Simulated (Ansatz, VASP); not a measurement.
**KBr: VASP beside Ansatz**

```xyz
2
Lattice="0.0000 3.3022 3.3022 3.4515 0.0000 3.3022 3.4515 3.3022 0.0000" Properties=species:S:1:pos:R:3 pbc="T T T"
K     0.0000    0.0000    0.0000
Br    3.4515    3.3022    3.3022
```

Change from the starting cell: uniaxial_x strain +4.5%.

Alike in both runs: task single point; functional r2SCAN; k mesh 6 × 6 × 6; no spin polarisation.

|  | VASP | Ansatz |
| --- | --- | --- |
| version | VASP 6.6.1 | Ansatz 0.2.0 |
| potentials or method | VASP PAW PBE potentials, release 64 (K_sv, Br) | plane waves, PAW |
| plane-wave cutoff (eV) | 520 | 500 |
| occupations | gaussian, width 0.01 eV | fixed |
| valence electrons in the cell | 16 | 16 |

VASP gave:

| Property | Result |
| --- | --- |
| gap on the k mesh at the Fermi level (eV) | 4.94 |
| pressure (GPa) | -0.5 |
| traceless stress, the component that is largest in VASP (GPa) | -0.74 |

Question: What did Ansatz give for the same quantities?

Answer: gap on the k mesh at the Fermi level (eV): 4.94; pressure (GPa): -0.5; traceless stress, the component that is largest in VASP (GPa): -0.73.

VASP's potentials were made for PBE, not for r2SCAN.
